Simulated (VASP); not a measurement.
# WS2 in VASP: a series of runs

Runs on WS2. Level: PBE+D3(BJ). Tasks: single point.

All numbers are computed with VASP 6.6.1; they aren't measurements. Logs are shortened: lines on timing, memory, paths and dates and some standing lists are left out, and cuts for length are marked.

## (1) The cell of the first run

The cell holds a slab with vacuum, 6 atoms: a = 3.160 Å, b = 3.160 Å, c = 23.804 Å, α = 90.00°, β = 90.00°, γ = 120.00°.

## (2) Single point, PBE+D3(BJ)

INCAR

```
ALGO = Normal ; DIPOL = 0.5 0.5 0.390
EDIFF = 1E-6 ; ENCUT = 520
GGA = PE ; IDIPOL = 3
ISIF = 2 ; ISMEAR = 0
IVDW = 12 ; LASPH = T
LCHARG = F ; LDIPOL = T
LREAL = F ; LWAVE = F
NBANDS = 35 ; NELM = 80
PREC = Accurate ; SIGMA = 0.05
```

KPOINTS

```
k-points
0
Gamma
  9 9 1
```

POSCAR

```
WS2
1.0
    3.1595456682      0.0000000000      0.0000000000
   -1.5797728341      2.7362468131      0.0000000000
    0.0000000000      0.0000000000     23.8042574330
S W
4 2
Direct
    0.3333333333      0.6666666667      0.1890418137
    0.3333333333      0.6666666667      0.3214605092
    0.3333333333      1.1666666667      0.4575706151
    0.3333333333      1.1666666667      0.5899893106
    0.6666666667      0.3333333333      0.2552511584
    0.0000000000      1.5000000000      0.5237799598
```

Potentials or basis: VASP PAW PBE potentials, release 64 (S, W_sv).

The run is started by

```console
$ cat potpaw_PBE.64/S/POTCAR potpaw_PBE.64/W_sv/POTCAR > POTCAR
$ mpirun -np 1 vasp_std > vasp.out
```

OUTCAR:

```text
EDIFF = 1E-6
   ENCUT = 520
   GGA = PE
   ISIF = 2
   ISMEAR = 0
   IVDW = 12
   LASPH = T
   LREAL = F
   NELM = 80
   PREC = Accurate
 IVDW          = 12

 ion  position               nearest neighbor table
   1  0.333  0.667  0.189-   5 2.41   5 2.41   5 2.41
   2  0.333  0.667  0.321-   5 2.41   5 2.41   5 2.41
   3  0.333  0.167  0.458-   6 2.41   6 2.41   6 2.41
   4  0.333  0.167  0.590-   6 2.41   6 2.41   6 2.41
   5  0.667  0.333  0.255-   1 2.41   1 2.41   1 2.41   2 2.41   2 2.41   2 2.41
   6  0.000  0.500  0.524-   3 2.41   3 2.41   3 2.41   4 2.41   4 2.41   4 2.41

  LATTYP: Found a hexagonal cell.
 ALAT       =     3.1595456682
 C/A-ratio  =     7.5340760770

  Lattice vectors:

 A1 = (   3.1595456682,   0.0000000000,   0.0000000000)
 A2 = (  -1.5797728341,   2.7362468131,   0.0000000000)
 A3 = (   0.0000000000,   0.0000000000,  23.8042574330)

Analysis of symmetry for initial positions (statically):
=====================================================================
 Subroutine PRICEL returns:
 Original cell was already a primitive cell.

 Routine SETGRP: Setting up the symmetry group for a
 hexagonal supercell.

 Subroutine GETGRP returns: Found  4 space group operations
 (whereof  2 operations were pure point group operations)
 out of a pool of 24 trial point group operations.

The static configuration has the point symmetry C_1h.
 The point group associated with its full space group is C_2h.

Analysis of symmetry for dynamics (positions and initial velocities):
=====================================================================
 Subroutine PRICEL returns:
 Original cell was already a primitive cell.

 Routine SETGRP: Setting up the symmetry group for a
 hexagonal supercell.

 Subroutine GETGRP returns: Found  4 space group operations
 (whereof  2 operations were pure point group operations)
 out of a pool of 24 trial point group operations.

The dynamic configuration has the point symmetry C_1h.
 The point group associated with its full space group is C_2h.

 Subroutine INISYM returns: Found  4 space group operations
 (whereof  2 operations are pure point group operations),
 and found     1 'primitive' translations

----------------------------------------------------------------------------------------

                                     Primitive cell

  volume of cell :     205.7949

  direct lattice vectors                    reciprocal lattice vectors
     3.159545668  0.000000000  0.000000000     0.316501201  0.182732054  0.000000000
[... 106 lines left out ...]
   EMIN   =  10.00;   EMAX   =-10.00  energy-range for DOS
   EFERMI =   0.00;   METHOD = LEGACY
   ISMEAR =     0;   SIGMA  =   0.05  broadening in eV -4-tet -1-fermi 0-gaus
   EFERMI_NEDOS =   21; number of points for ismear=-14 and -15
   IALGO  =     38    algorithm
   IMIX   =      4    mixing-type and parameters
     AMIX     =   0.40;   BMIX     =  1.00
     AMIX_MAG =   1.60;   BMIX_MAG =  1.00
  volume/ion in A,a.u.               =      34.30       231.46
  Fermi-wavevector in a.u.,A,eV,Ry     =   1.034978  1.955825 14.574280  1.071179
  Thomas-Fermi vector in A             =   2.169299
   LORBIT       =      0    0 simple, 1 ext, 2 COOP (PROOUT), +10 PAW based schemes
   GGA     = PE    functional components
   LHFCALC =     F    Hartree Fock is set to
   AEXX    =    0.0000 exact exchange contribution
   IVDW    =    12    specifies the selected vdW correction
   LEPSILON=     F    determine dielectric tensor
   LRPA    =     F    only Hartree local field effects (RPA)
 non-spin polarized calculation
 Gauss-broadening in eV      SIGMA  =   0.05
  energy-cutoff  :      520.00
  volume of cell :      205.79
 maximum number of plane-waves:      5566
   NGX = 11   NGY = 11   NGZ = 89

 dipolmoment           0.000000      0.000000      0.000028 electrons x Angstroem

 number of electron      51.9999994 magnetization

 dipolmoment           0.000000      0.000000     -0.000004 electrons x Angstroem

 Free energy of the ion-electron system (eV)
  ---------------------------------------------------
  ext. energy  EPLUGINS =         0.00000000
  ---------------------------------------------------
  free energy    TOTEN  =       -47.29747982 eV

  energy without entropy =      -47.29747982  energy(sigma->0) =      -47.29747982

 E-fermi :   1.3589     XC(G=0):  -6.1359

 val. band max:        1.0676690832   @ k =   0.0000   0.0000   0.0000
 cond. band min:       2.7131689791   @ k =   0.2222   0.1111   0.0000
 fundamental gap:      1.6454998959
 Fermi energy:         1.3589077777

 k-point     1 :       0.0000    0.0000    0.0000
  band No.  band energies     occupation
      1     -73.1934      2.00000
      2     -73.1934      2.00000
      3     -37.4458      2.00000
      4     -37.4458      2.00000
      5     -37.2709      2.00000
      6     -37.2709      2.00000
[... 901 lines left out ...]
     34       6.1589      0.00000
     35       7.0011      0.00000

 [... further k-points ...]

------------------------ aborting loop because EDIFF is reached ----------------------------------------

 vacuum level on the upper side and lower side of the slab       (xc-potential included)        -0.163        -0.163

 Edisp (eV)   -2.15199

 E8    (eV) :    -0.9343

  FORCE on cell =-STRESS in cart. coord.  units (eV):
  Direction    XX          YY          ZZ          XY          YZ          ZX
  --------------------------------------------------------------------------------------
  -------------------------------------------------------------------------------------
  Total      -0.23871    -0.18369    -0.47927    -0.04765     0.02505     0.04339
  in kB      -1.85840    -1.43008    -3.73123    -0.37093     0.19505     0.33783
  external pressure =       -2.34 kB  Pullay stress =        0.00 kB

 VOLUME and BASIS-vectors are now :
 -----------------------------------------------------------------------------
  energy-cutoff  :      520.00
  volume of cell :      205.79
      direct lattice vectors                 reciprocal lattice vectors
     3.159545668  0.000000000  0.000000000     0.316501201  0.182732054  0.000000000
    -1.579772834  2.736246813  0.000000000     0.000000000  0.365464108  0.000000000
     0.000000000  0.000000000 23.804257433     0.000000000  0.000000000  0.042009292

 POSITION                                       TOTAL-FORCE (eV/Angst)
 -----------------------------------------------------------------------------------
     -0.00000      1.82416      4.50000         0.002743      0.001584      0.005150
     -0.00000      1.82416      7.65213        -0.004679     -0.002701      0.011446
      0.78989      0.45604     10.89213         0.004679      0.002701     -0.011446
      0.78989      0.45604     14.04426        -0.002743     -0.001584     -0.005150
      1.57977      0.91208      6.07606        -0.008427     -0.004865      0.049252
     -0.78989      1.36812     12.46819         0.008427      0.004865     -0.049252
 -----------------------------------------------------------------------------------
    total drift:                                0.000000     -0.000000     -0.000411

  FREE ENERGIE OF THE ION-ELECTRON SYSTEM (eV)
  ---------------------------------------------------
  free  energy   TOTEN  =       -49.4494700832 eV

  energy  without entropy=      -49.4494700832  energy(sigma->0) =      -49.44947008

 vacuum level on the upper side and lower side of the slab         6.362         6.362
```

stdout:

```text
POSCAR found type information on POSCAR S W
 POSCAR found :  2 types and       6 ions
 scaLAPACK will be used
 LDA part: xc-table for (Slater+PW92), standard interpolation
 POSCAR, INCAR and KPOINTS ok, starting setup
 FFT: planning ... GRIDC
 FFT: planning ... GRID_SOFT
 FFT: planning ... GRID
 WAVECAR not read
 entering main loop
```

It took 4.7 min on 1 thread of AMD EPYC 9R45 (Zen 5), shared host; peak memory 0.35 GiB.

What came out:

| Quantity | Value |
| --- | --- |
| Free energy | -49.4495 eV |
| Largest force | 0.050 eV/Å |
| Band gap on the k mesh | 1.65 eV, indirect (least direct gap 1.90 eV) |
| Dispersion energy per atom | -0.359 eV |

Forces on the atoms (eV/Å):
```
S    0.003  0.002  0.005
S   -0.005 -0.003  0.011
S    0.005  0.003 -0.011
S   -0.003 -0.002 -0.005
W   -0.008 -0.005  0.049
W    0.008  0.005 -0.049
```

Caveat: spin-orbit coupling is left out, which moves the levels of the heavy elements.

## (3) Single point, PBE+D3(BJ)

INCAR

```
PREC = Accurate ; ENCUT = 520
EDIFF = 1E-6 ; ISMEAR = 0
SIGMA = 0.05 ; LREAL = False
LASPH = True ; NELM = 100
ALGO = Normal ; ISIF = 2
LWAVE = False ; LCHARG = False
LDIPOL = True ; IDIPOL = 3
DIPOL = 0.5 0.5 0.390 ; GGA = PE
IVDW = 12 ; NBANDS = 35
```

KPOINTS

```
regular mesh
0
Gamma
  9 9 1
```

POSCAR

```
WS2
1.0
    3.1595456682      0.0000000000      0.0000000000
   -1.5797728341      2.7362468131      0.0000000000
    0.0000000000      0.0000000000     23.8042574330
S W
4 2
Direct
    0.3333333333      0.6666666667      0.1890418137
    0.3333333333      0.6666666667      0.3214605092
    0.5000000000      1.0000000000      0.4575706151
    0.5000000000      1.0000000000      0.5899893106
    0.6666666667      0.3333333333      0.2552511584
    0.1666666667      1.3333333333      0.5237799598
```

Potentials or basis: VASP PAW PBE potentials, release 64 (S, W_sv).

The run is started by

```console
$ cat potpaw_PBE.64/S/POTCAR potpaw_PBE.64/W_sv/POTCAR > POTCAR
$ mpirun -np 1 vasp_std > vasp.out
```

Wall time 4.9 min (1 thread of AMD EPYC 9R45 (Zen 5), shared host); peak memory 0.34 GiB.

The run converged. Its results:

```yaml
Free_energy: -49.4254 eV
Largest_force: 0.076 eV/Å
Band_gap_on_the_k_mesh: 1.62 eV, indirect (least direct gap 1.90 eV)
Dispersion_energy_per_atom: -0.359 eV
```

Forces on the atoms (eV/Å):
```
S    0.000  0.003  0.005
S    0.000 -0.055 -0.052
S    0.000  0.055  0.052
S    0.000 -0.003 -0.005
W    0.000 -0.025  0.035
W    0.000  0.025 -0.035
```

Levels at points of the mesh, in eV from the valence-band top:
```
           k point  band 23  band 24  band 25  band 26  band 27  band 28  band 29  band 30
(0.00, 0.00, 0.00)    -1.85    -1.85    -0.62     0.00     2.62     2.64     2.66     2.67
```

Caveat: spin-orbit coupling is left out, which moves the levels of the heavy elements.

## (4) Single point, PBE+D3(BJ)

INCAR

```
PREC     = Accurate       # precision mode
ENCUT    = 520            # plane-wave cutoff, eV
EDIFF    = 1E-7           # SCF threshold, eV
ISMEAR   = 0              # smearing method
SIGMA    = 0.05           # smearing width, eV
LREAL    = False          # projectors in reciprocal space
LASPH    = True           # aspherical terms in the spheres
NELM     = 100            # most SCF steps
ALGO     = Normal         # electronic algorithm
ISIF     = 2              # what is computed and relaxed
LWAVE    = False          # write WAVECAR
LCHARG   = True           # write CHGCAR
LDIPOL   = True         
IDIPOL   = 3            
DIPOL    = 0.5 0.5 0.390
GGA      = PE             # functional
IVDW     = 12             # dispersion correction
LELF     = True           # ELF
LVHAR    = True         
LVACPOTAV= True         
NBANDS   = 35             # bands
```

KPOINTS is that of step 3.

POSCAR

```
WS2
1.0
    3.1595456682      0.0000000000      0.0000000000
   -1.5797728341      2.7362468131      0.0000000000
    0.0000000000      0.0000000000     23.8042574330
S W
4 2
Direct
    0.3333333333      0.6666666667      0.1890418137
    0.3333333333      0.6666666667      0.3214605092
    0.6666666667      0.8333333333      0.4575706151
    0.6666666667      0.8333333333      0.5899893106
    0.6666666667      0.3333333333      0.2552511584
    0.3333333333      1.1666666667      0.5237799598
```

The run is started by

```console
$ cat potpaw_PBE.64/S/POTCAR potpaw_PBE.64/W_sv/POTCAR > POTCAR
$ mpirun -np 1 vasp_std > vasp.out
```

Run time: 5.6 min. Hardware: 1 thread of AMD EPYC 9R45 (Zen 5), shared host; peak memory 0.35 GiB.

Results (log left out):

| Property | Result |
| --- | --- |
| Free energy | -49.4207 eV |
| Largest force | 0.083 eV/Å |
| Band gap on the k mesh | 1.61 eV, indirect (least direct gap 1.91 eV) |
| Dispersion energy per atom | -0.359 eV |

Forces in eV/Å, atoms in the order of the input:
```
S    0.000  0.000  0.003
S   -0.044 -0.025 -0.066
S    0.044  0.025  0.066
S    0.000  0.000 -0.003
W   -0.012 -0.007  0.039
W    0.012  0.007 -0.039
```

Levels at points of the mesh, in eV from the valence-band top:
| k point | band 23 | band 24 | band 25 | band 26 | band 27 | band 28 | band 29 | band 30 |
| --- | --- | --- | --- | --- | --- | --- | --- | --- |
| (0.00, 0.00, 0.00) | -1.85 | -1.85 | -0.62 | 0.00 | 2.64 | 2.64 | 2.65 | 2.65 |

Caveat: spin-orbit coupling is left out, which moves the levels of the heavy elements.
